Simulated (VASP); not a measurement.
# PtS2 (P-3m1) in VASP: notebook

PtS2 is run at these levels: PBE+D3(BJ); tasks: single point, relaxation of cell and atoms.

All numbers are computed with VASP 6.6.1; they aren't measurements. Logs are shortened: lines on timing, memory, paths and dates and some standing lists are left out, and cuts for length are marked.

## 1. The cell of the first run

Symmetry: P-3m1, No. 164, trigonal system. Conventional cell: a = 3.583 Å, b = 3.583 Å, c = 4.671 Å, α = 90.00°, β = 90.00°, γ = 120.00°. Pt (site symmetry -3m) has 6 S at 2.39 Å within 3.2 Å. S (site symmetry 3m) has 3 Pt at 2.39 Å and 6 S at 3.06 to 3.18 Å within 3.2 Å.

## 2. Single point, PBE+D3(BJ)

Input file INCAR:

```
PREC = Accurate
ENCUT = 520
EDIFF = 1E-6
ISMEAR = 0
SIGMA = 0.02
LREAL = False
LASPH = True
NELM = 60
ALGO = Normal
ISIF = 2
LWAVE = False
LCHARG = False
GGA = PE
IVDW = 12
NBANDS = 18
```

Input file KPOINTS:

```
Automatic mesh
0
Gamma
  9 9 6
```

Input file POSCAR:

```
PtS2
1.0
    3.5825358522      0.0000000000      0.0000000000
   -1.7912679261      3.1025670580      0.0000000000
    0.0000000000      0.0000000000      4.6713165981
Pt S
1 2
Direct
    0.0000000000      0.0000000000      0.0000000000
    0.6666666667      0.3333333333      0.7416971275
    0.3333333333      0.6666666667      0.2583028725
```

Potentials or basis: VASP PAW PBE potentials, release 64 (Pt, S).

The run is started by

```sh
$ cat potpaw_PBE.64/Pt/POTCAR potpaw_PBE.64/S/POTCAR > POTCAR
$ mpirun -np 1 vasp_std > vasp.out
```

OUTCAR:

```text
PREC = Accurate
   ENCUT = 520
   EDIFF = 1E-6
   ISMEAR = 0
   LREAL = False
   LASPH = True
   NELM = 60
   ISIF = 2
   GGA = PE
   IVDW = 12
 IVDW          = 12

 ion  position               nearest neighbor table
   1  0.000  0.000  0.000-   2 2.39   3 2.39   2 2.39   3 2.39   2 2.39   3 2.39
   2  0.667  0.333  0.742-   1 2.39   1 2.39   1 2.39
   3  0.333  0.667  0.258-   1 2.39   1 2.39   1 2.39

  LATTYP: Found a hexagonal cell.
 ALAT       =     3.5825358522
 C/A-ratio  =     1.3039134264

  Lattice vectors:

 A1 = (   3.5825358522,   0.0000000000,   0.0000000000)
 A2 = (  -1.7912679261,   3.1025670580,   0.0000000000)
 A3 = (   0.0000000000,   0.0000000000,   4.6713165981)

Analysis of symmetry for initial positions (statically):
=====================================================================
 Subroutine PRICEL returns:
 Original cell was already a primitive cell.

 Routine SETGRP: Setting up the symmetry group for a
 hexagonal supercell.

 Subroutine GETGRP returns: Found 12 space group operations
 (whereof 12 operations were pure point group operations)
 out of a pool of 24 trial point group operations.

The static configuration has the point symmetry D_3d.

Analysis of symmetry for dynamics (positions and initial velocities):
=====================================================================
 Subroutine PRICEL returns:
 Original cell was already a primitive cell.

 Routine SETGRP: Setting up the symmetry group for a
 hexagonal supercell.

 Subroutine GETGRP returns: Found 12 space group operations
 (whereof 12 operations were pure point group operations)
 out of a pool of 24 trial point group operations.

The dynamic configuration has the point symmetry D_3d.

 Subroutine INISYM returns: Found 12 space group operations
 (whereof 12 operations are pure point group operations),
 and found     1 'primitive' translations

----------------------------------------------------------------------------------------

                                     Primitive cell

  volume of cell :      51.9220

  direct lattice vectors                    reciprocal lattice vectors
     3.582535852  0.000000000  0.000000000     0.279131889  0.161156871  0.000000000
    -1.791267926  3.102567058  0.000000000     0.000000000  0.322313743  0.000000000
     0.000000000  0.000000000  4.671316598     0.000000000  0.000000000  0.214072410

  length of vectors
     3.582535852  3.582535852  4.671316598     0.322313743  0.322313743  0.214072410

  position of ions in fractional coordinates (direct lattice)
     0.000000000  0.000000000  0.000000000
     0.666666667  0.333333333  0.741697127
     0.333333333  0.666666667  0.258302873

  ion indices of the primitive-cell ions
   primitive index   ion index
                 1           1
                 2           2
                 3           3

----------------------------------------------------------------------------------------

 KPOINTS: Automatic mesh

Automatic generation of k-mesh.
 Grid dimensions read from file:
 generate k-points for:    9    9    6

 Generating k-lattice:

  Cartesian coordinates                     Fractional coordinates (reciprocal lattice)
     0.031014654  0.017906319  0.000000000     0.111111111  0.000000000  0.000000000
     0.000000000  0.035812638  0.000000000     0.000000000  0.111111111  0.000000000
     0.000000000  0.000000000  0.035678735     0.000000000  0.000000000  0.166666667

  Length of vectors
     0.035812638  0.035812638  0.035678735

  Shift w.r.t. Gamma in fractional coordinates (k-lattice)
     0.000000000  0.000000000  0.000000000

 Subroutine IBZKPT returns following result:
 ===========================================

 Found     62 irreducible k-points:

 Following reciprocal coordinates:
            Coordinates               Weight
  0.000000  0.000000  0.000000      1.000000
  0.111111  0.000000  0.000000      6.000000
  0.222222  0.000000  0.000000      6.000000
  0.333333  0.000000  0.000000      6.000000
  0.444444  0.000000  0.000000      6.000000
  0.111111  0.111111  0.000000      6.000000
[... 16 lines left out ...]
  0.222222  0.111111  0.166667     12.000000
 -0.111111  0.333333  0.166667     12.000000
 [... further k-points ...]
   k-points           NKPTS =     62   k-points in BZ     NKDIM =     62   number of bands    NBANDS=     18
   number of dos      NEDOS =    301   number of ions     NIONS =      3
   total plane-waves  NPLWV =  28224
   dimension x,y,z NGX =    28 NGY =   28 NGZ =   36
   dimension x,y,z NGXF=    56 NGYF=   56 NGZF=   72
   ions per type =               1   2
   NGX,Y,Z   is equivalent  to a cutoff of  12.99, 12.99, 12.81 a.u.
   NGXF,Y,Z  is equivalent  to a cutoff of  25.99, 25.99, 25.62 a.u.
 SYSTEM =  unknown system
   PREC   = accura    normal or accurate (medium, high low for compatibility)
   ISTART =      0    job   : 0-new  1-cont  2-samecut
   ICHARG =      2    charge: 1-file 2-atom 10-const
   ISPIN  =      1    spin polarized calculation?
   LNONCOLLINEAR =      F non collinear calculations
   LSORBIT =      F    spin-orbit coupling
   LASPH  =      T    aspherical Exc in radial PAW
   ENCUT  =  520.0 eV  38.22 Ry    6.18 a.u.   6.66  6.66  8.69*2*pi/ulx,y,z
   NELM   =     60;   NELMIN=  2; NELMDL= -5     # of ELM steps
   EDIFF  = 0.1E-05   stopping-criterion for ELM
   LREAL  =      F    real-space projection
   EDIFFG = 0.1E-04   stopping-criterion for IOM
   NSW    =      0    number of steps for IOM
   IBRION =     -1    ionic relax: 0-MD 1-quasi-New 2-CG
   NFREE  =      0    steps in history (QN), initial steepest desc. (CG)
   ISIF   =      2    stress and relaxation
   ISYM   =      2    0-nonsym 1-usesym 2-fastsym
   POTIM  = 0.5000    time-step for ionic-motion
   TEBEG  =    0.0;   TEEND  =   0.0 temperature during run
   PSTRESS=    0.0 pullay stress
   NELECT =      22.0000    total number of electrons
   NUPDOWN=      -1.0000    fix difference up-down
   EMIN   =  10.00;   EMAX   =-10.00  energy-range for DOS
   EFERMI =   0.00;   METHOD = LEGACY
   ISMEAR =     0;   SIGMA  =   0.02  broadening in eV -4-tet -1-fermi 0-gaus
   EFERMI_NEDOS =   21; number of points for ismear=-14 and -15
   IALGO  =     38    algorithm
   IMIX   =      4    mixing-type and parameters
     AMIX     =   0.40;   BMIX     =  1.00
     AMIX_MAG =   1.60;   BMIX_MAG =  1.00
  volume/ion in A,a.u.               =      17.31       116.80
  Fermi-wavevector in a.u.,A,eV,Ry     =   1.229604  2.323615 20.571013  1.511927
  Thomas-Fermi vector in A             =   2.364485
   LORBIT       =      0    0 simple, 1 ext, 2 COOP (PROOUT), +10 PAW based schemes
   GGA     = PE    functional components
   LHFCALC =     F    Hartree Fock is set to
   AEXX    =    0.0000 exact exchange contribution
   IVDW    =    12    specifies the selected vdW correction
   LEPSILON=     F    determine dielectric tensor
   LRPA    =     F    only Hartree local field effects (RPA)
 non-spin polarized calculation
 Gauss-broadening in eV      SIGMA  =   0.02
  energy-cutoff  :      520.00
  volume of cell :       51.92
 maximum number of plane-waves:      1418
 NGX is ok and might be reduce to    28
   NGX = 13   NGY = 13   NGZ = 17

 number of electron      21.9999996 magnetization

 Free energy of the ion-electron system (eV)
  ---------------------------------------------------
  ext. energy  EPLUGINS =         0.00000000
  ---------------------------------------------------
  free energy    TOTEN  =       -15.31836351 eV

  energy without entropy =      -15.31836351  energy(sigma->0) =      -15.31836351

 E-fermi :   8.0428     XC(G=0): -11.0338

 val. band max:        7.9731720386   @ k =   0.0000   0.0000   0.0000
 cond. band min:       8.1161510832   @ k =   0.3333   0.3333   0.0000
 fundamental gap:      0.1429790446
 Fermi energy:         8.0428403943

 k-point     1 :       0.0000    0.0000    0.0000
  band No.  band energies     occupation
      1      -8.0034      2.00000
      2      -4.5940      2.00000
      3       0.3213      2.00000
      4       0.8696      2.00000
      5       0.8696      2.00000
      6       3.7079      2.00000
[... 10 lines left out ...]
     17      15.3335      0.00000
     18      20.2941      0.00000

 k-point     2 :       0.1111    0.0000    0.0000
  band No.  band energies     occupation
      1      -7.8499      2.00000
      2      -4.7040      2.00000
      3       0.4923      2.00000
      4       0.9712      2.00000
      5       1.0383      2.00000
      6       3.4743      2.00000
[... 10 lines left out ...]
     17      15.7769      0.00000
     18      18.3893      0.00000

 k-point     3 :       0.2222    0.0000    0.0000
  band No.  band energies     occupation
      1      -7.4165      2.00000
      2      -4.9734      2.00000
      3       0.9447      2.00000
      4       1.2334      2.00000
      5       1.4798      2.00000
      6       2.6596      2.00000
[... 10 lines left out ...]
     17      16.4983      0.00000
     18      16.8442      0.00000

 k-point     4 :       0.3333    0.0000    0.0000
  band No.  band energies     occupation
      1      -6.7951      2.00000
      2      -5.3003      2.00000
      3       1.0580      2.00000
      4       1.5143      2.00000
      5       1.7552      2.00000
      6       2.4215      2.00000
[... 10 lines left out ...]
     17      15.8808      0.00000
     18      16.7402      0.00000

 k-point     5 :       0.4444    0.0000    0.0000
  band No.  band energies     occupation
      1      -6.1560      2.00000
      2      -5.6638      2.00000
      3       0.3395      2.00000
      4       1.6531      2.00000
      5       2.1659      2.00000
      6       3.3566      2.00000
[... 10 lines left out ...]
     17      15.6012      0.00000
     18      18.3441      0.00000

 k-point     6 :       0.1111    0.1111    0.0000
  band No.  band energies     occupation
      1      -7.5561      2.00000
      2      -4.8909      2.00000
      3       0.7996      2.00000
      4       1.1798      2.00000
      5       1.3209      2.00000
      6       3.1177      2.00000
[... 10 lines left out ...]
     17      16.6437      0.00000
     18      16.9818      0.00000

 k-point     7 :       0.2222    0.1111    0.0000
  band No.  band energies     occupation
      1      -7.0268      2.00000
      2      -5.1736      2.00000
      3       1.2279      2.00000
      4       1.4542      2.00000
      5       1.7545      2.00000
      6       2.2224      2.00000
[... 10 lines left out ...]
     17      16.0773      0.00000
     18      17.0477      0.00000

 k-point     8 :       0.3333    0.1111    0.0000
  band No.  band energies     occupation
      1      -6.3964      2.00000
      2      -5.4810      2.00000
      3       0.7387      2.00000
      4       1.4844      2.00000
      5       2.1443      2.00000
      6       2.5797      2.00000
[... 10 lines left out ...]
     17      16.6853      0.00000
     18      16.9715      0.00000
[... 229 lines left out ...]
     17      16.4960      0.00000
     18      18.0466      0.00000

 k-point    20 :       0.4444    0.0000    0.1667
  band No.  band energies     occupation
      1      -5.9731      2.00000
      2      -5.8389      2.00000
      3       0.3437      2.00000
      4       1.6092      2.00000
      5       2.2351      2.00000
      6       2.9592      2.00000
[... 10 lines left out ...]
     17      16.6596      0.00000
     18      17.8869      0.00000

 k-point    21 :       0.0000    0.4444    0.1667
  band No.  band energies     occupation
      1      -6.2379      2.00000
      2      -5.5050      2.00000
      3       0.1418      2.00000
      4       1.5447      2.00000
      5       1.7005      2.00000
      6       3.4899      2.00000
[... 10 lines left out ...]
     17      17.0111      0.00000
     18      18.0693      0.00000

 k-point    22 :       0.1111    0.1111    0.1667
  band No.  band energies     occupation
      1      -7.4360      2.00000
      2      -5.1234      2.00000
      3       0.6955      2.00000
      4       1.1466      2.00000
      5       1.7203      2.00000
      6       2.9807      2.00000
[... 10 lines left out ...]
     17      16.3765      0.00000
     18      16.6917      0.00000

 k-point    23 :       0.2222    0.1111    0.1667
  band No.  band energies     occupation
      1      -6.9022      2.00000
      2      -5.3585      2.00000
      3       1.1000      2.00000
      4       1.3991      2.00000
      5       1.8819      2.00000
      6       2.5857      2.00000
[... 10 lines left out ...]
     17      16.2569      0.00000
     18      17.2995      0.00000

 k-point    24 :      -0.1111    0.3333    0.1667
  band No.  band energies     occupation
      1      -6.9451      2.00000
      2      -5.2599      2.00000
      3       0.8067      2.00000
      4       1.2913      2.00000
      5       1.8848      2.00000
      6       2.3905      2.00000
[... 10 lines left out ...]
     17      16.1303      0.00000
     18      18.1104      0.00000

 [... further k-points ...]

------------------------ aborting loop because EDIFF is reached ----------------------------------------

 Edisp (eV)   -1.35197

 E8    (eV) :    -0.5428

  FORCE on cell =-STRESS in cart. coord.  units (eV):
  Direction    XX          YY          ZZ          XY          YZ          ZX
  --------------------------------------------------------------------------------------
  -------------------------------------------------------------------------------------
  Total      -0.17215    -0.17215    -0.10296     0.00000     0.00000     0.00000
  in kB      -5.31214    -5.31214    -3.17715     0.00000     0.00000     0.00000
  external pressure =       -4.60 kB  Pullay stress =        0.00 kB

 VOLUME and BASIS-vectors are now :
 -----------------------------------------------------------------------------
  energy-cutoff  :      520.00
  volume of cell :       51.92
      direct lattice vectors                 reciprocal lattice vectors
     3.582535852  0.000000000  0.000000000     0.279131889  0.161156871  0.000000000
    -1.791267926  3.102567058  0.000000000     0.000000000  0.322313743  0.000000000
     0.000000000  0.000000000  4.671316598     0.000000000  0.000000000  0.214072410

 POSITION                                       TOTAL-FORCE (eV/Angst)
 -----------------------------------------------------------------------------------
      0.00000      0.00000      0.00000        -0.000000      0.000000     -0.000000
      1.79127      1.03419      3.46470         0.000000     -0.000000      0.040358
     -0.00000      2.06838      1.20661        -0.000000      0.000000     -0.040358
 -----------------------------------------------------------------------------------
    total drift:                                0.000000     -0.000000      0.000000

  FREE ENERGIE OF THE ION-ELECTRON SYSTEM (eV)
  ---------------------------------------------------
  free  energy   TOTEN  =       -16.6703327621 eV

  energy  without entropy=      -16.6703327619  energy(sigma->0) =      -16.67033276
```

Run time: 24 s. Hardware: 1 thread of Intel Xeon 6975P-C (Granite Rapids), shared host; peak memory 0.21 GiB.

What came out:

```yaml
Free_energy: -16.6703 eV
Pressure: -0.5 GPa
Largest_force: 0.040 eV/Å
Band_gap_on_the_k_mesh: 0.14 eV, indirect (least direct gap 0.99 eV)
Dispersion_energy_per_atom: -0.451 eV
```

Forces in eV/Å, atoms in the order of the input:
```
Pt   0.000  0.000  0.000
S    0.000  0.000  0.040
S    0.000  0.000 -0.040
```

Stress tensor (GPa, compression positive):
```
-0.53  0.00  0.00
 0.00 -0.53  0.00
 0.00  0.00 -0.32
```

Levels at points of the mesh, in eV from the valence-band top:
| k point | band 9 | band 10 | band 11 | band 12 | band 13 | band 14 |
| --- | --- | --- | --- | --- | --- | --- |
| (0.00, 0.00, 0.00) | -1.63 | -1.63 | 0.00 | 1.14 | 1.14 | 3.60 |
| (0.00, 0.00, 0.50) | -2.15 | -2.15 | -1.57 | 2.21 | 2.21 | 5.26 |

Caveat: spin-orbit coupling is left out, which moves the levels of the heavy elements. A k mesh can miss the band edges.

## 3. Relaxation of cell and atoms, PBE+D3(BJ)

This run uses another cell than the first one, of 20.35 Å³/atom, 1.176 times its volume.

Input file INCAR:

```
PREC     = Accurate       # precision mode
ENCUT    = 600            # plane-wave cutoff, eV
EDIFF    = 1E-7           # SCF threshold, eV
ISMEAR   = 0              # smearing method
SIGMA    = 0.02           # smearing width, eV
LREAL    = False          # projectors in reciprocal space
LASPH    = True           # aspherical terms in the spheres
NELM     = 100            # most SCF steps
ALGO     = Normal         # electronic algorithm
ISIF     = 3              # what is computed and relaxed
LWAVE    = False          # write WAVECAR
LCHARG   = False          # write CHGCAR
GGA      = PE             # functional
IVDW     = 12             # dispersion correction
IBRION   = 2              # ionic algorithm
NSW      = 70             # ionic steps
EDIFFG   = -0.02          # ionic threshold
```

KPOINTS is that of step 2.

Input file POSCAR:

```
PtS2
1.0
    3.5487420000      0.0000000000      0.0000000000
   -1.7743710000      3.0733010000      0.0000000000
    0.0000000000      0.0000000000      5.5970660000
Pt S
1 2
Direct
    0.0000000000      0.0000000000      0.0000000000
    0.6666670000      0.3333330000      0.7796640000
    0.3333330000      0.6666670000      0.2203360000
```

Potentials or basis: VASP PAW PBE potentials, release 64 (Pt, S).

The run is started by

```sh
$ cat potpaw_PBE.64/Pt/POTCAR potpaw_PBE.64/S/POTCAR > POTCAR
$ mpirun -np 1 vasp_std > vasp.out
```

It took 4.2 min on 1 thread of Intel Xeon 6975P-C (Granite Rapids), shared host; peak memory 0.26 GiB.

Results (log left out):

| Item | Value |
| --- | --- |
| Free energy | -16.6716 eV |
| Relaxed volume | 17.26 Å³/atom |
| Relaxed cell | a = 3.580 Å, b = 3.580 Å, c = 4.665 Å, α = 90.00°, β = 90.00°, γ = 120.00° |
| Space group after relaxing (to 0.05 Å) | P-3m1 (No. 164) |
| Energy gained by relaxing | 32.7 meV/atom |
| Ionic steps | 13 |
| Pressure after relaxing | 0.0 GPa |
| Band gap on the k mesh | 0.14 eV, indirect (least direct gap 0.99 eV) |
| Dispersion energy per atom | -0.452 eV |

Forces in eV/Å, atoms in the order of the input:
```
Pt   0.000  0.000  0.000
S    0.000  0.000  0.003
S    0.000  0.000 -0.003
```

Stress tensor (GPa, compression positive):
```
0.01 0.00 0.00
0.00 0.01 0.00
0.00 0.00 0.10
```

The path:
```
step  energy change (eV)  largest force (eV/Å)  pressure (GPa)  volume (Å³)
   1              0.0000                0.0578           -1.14        61.04
   2             -0.0042                0.3229            1.08        59.78
   3             -0.0046                0.2653            0.59        60.04
   4             -0.0096                0.2710            0.58        59.73
   5             -0.0240                0.2907            0.59        58.79
   6             -0.0494                0.3427            0.76        56.87
   7             -0.0776                0.4926            1.96        52.94
   8             -0.0889                0.2420           -0.15        53.01
   9             -0.0901                0.1251           -1.13        53.05
  10             -0.0938                0.0714           -0.99        52.73
  11             -0.0976                0.0648           -0.60        51.93
  12             -0.0980                0.0248            0.32        51.69
  13             -0.0980                0.0029            0.04        51.77
```

Final structure:
```
CELL_PARAMETERS angstrom
3.57966 0.00000 0.00000
-1.78983 3.10008 0.00000
0.00000 0.00000 4.66477
ATOMIC_POSITIONS crystal
Pt 0.00000 0.00000 0.00000
S 0.66667 0.33333 0.74174
S 0.33333 0.66667 0.25826
```

Levels at points of the mesh, in eV from the valence-band top:
```csv
k point,band 9,band 10,band 11,band 12,band 13,band 14
"(0.00, 0.00, 0.00)",-1.64,-1.64,0.00,1.14,1.14,3.59
"(0.00, 0.00, 0.50)",-2.16,-2.16,-1.57,2.22,2.22,5.26
```

Caveat: the volume moved by over 15 % at a fixed basis, so the end points are rough; spin-orbit coupling is left out, which moves the levels of the heavy elements.
